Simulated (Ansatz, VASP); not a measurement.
# Be2ZnO3 in VASP and in Ansatz

```
CELL_PARAMETERS angstrom
4.36011 -2.50577 0.00000
4.36011 2.50577 0.00000
0.00000 0.00000 4.63381
ATOMIC_POSITIONS crystal
Be 0.51371 0.83387 0.50494
Be 0.83387 0.51371 0.00494
Be 0.16613 0.48629 0.50494
Be 0.48629 0.16613 0.00494
Zn 0.18009 0.81991 0.99568
Zn 0.81991 0.18009 0.49568
O 0.54854 0.83575 0.86464
O 0.16425 0.45146 0.86464
O 0.78385 0.21615 0.92945
O 0.83575 0.54854 0.36464
O 0.45146 0.16425 0.36464
O 0.21615 0.78385 0.42945
```

Alike in both runs: functional PBE; k mesh 6 × 6 × 6; no spin polarisation.

Ansatz relaxed the structure, and its values are those at the end. VASP's run is a single point on that final structure, the one shown.

|  | VASP | Ansatz |
| --- | --- | --- |
| version | VASP 6.6.1 | Ansatz 0.2.0 |
| potentials or method | VASP PAW PBE potentials, release 64 (Be, Zn, O), cutoff 520 eV | scalar-relativistic, plane waves, PAW |
| occupations | gaussian, width 0.01 eV | fixed |
| valence electrons in the cell | 68 | 68 |

```tsv
	VASP	Ansatz	Ansatz less VASP
gap on the k mesh at the Fermi level (eV)	3.75	3.76	+0.008
least direct gap on the mesh (eV)	3.77	3.78	+0.007
pressure (GPa)	0.7	0.0	-0.67
rms of the force components (eV/Å)	0.020	0.000	-0.0200
```
